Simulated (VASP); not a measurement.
Input of a VASP 6.6.1 run:

File INCAR:

```
SYSTEM = MoS2
ALGO = Normal ; EDIFF = 1E-6
ENCUT = 520 ; GGA = PE
ISIF = 2 ; ISMEAR = -1
IVDW = 12 ; LASPH = .TRUE.
LCHARG = .TRUE. ; LELF = .TRUE.
LREAL = .FALSE. ; LVHAR = .TRUE.
LWAVE = .FALSE. ; NBANDS = 35
NELM = 100 ; PREC = Accurate
SIGMA = 0.05
```

Contents of KPOINTS:

```
k-points
0
G
  10 10 2
  0 0 0
```

POSCAR

```
MoS2
1.0
    3.1845414560      0.0000000000      0.0000000000
   -1.5922707280      2.7578938003      0.0000000000
    0.0000000000      0.0000000000     21.6705347200
Mo S
2 4
Direct
    0.3333333333      0.6666666667      0.8511602300
    0.6666666667      0.3333333333      0.1488397700
    0.6666666667      0.3333333333      0.7796253900
    0.3333333333      0.6666666667      0.0772510000
    0.6666666667      0.3333333333      0.9227490000
    0.3333333333      0.6666666667      0.2203746100
```

Potentials or basis: VASP PAW PBE potentials, release 64 (Mo_sv, S).

The run is started by

```bash
$ cat potpaw_PBE.64/Mo_sv/POTCAR potpaw_PBE.64/S/POTCAR > POTCAR
$ mpirun -np 1 vasp_std > vasp.out
```

(1) Predict the dispersion energy per atom.

(2) Estimate the band gap on the k mesh.

(3) What does it give for the largest force?

Answers

(1) -0.356 eV.

(2) 1.40 eV, indirect (least direct gap 1.89 eV).

(3) 0.164 eV/Å.
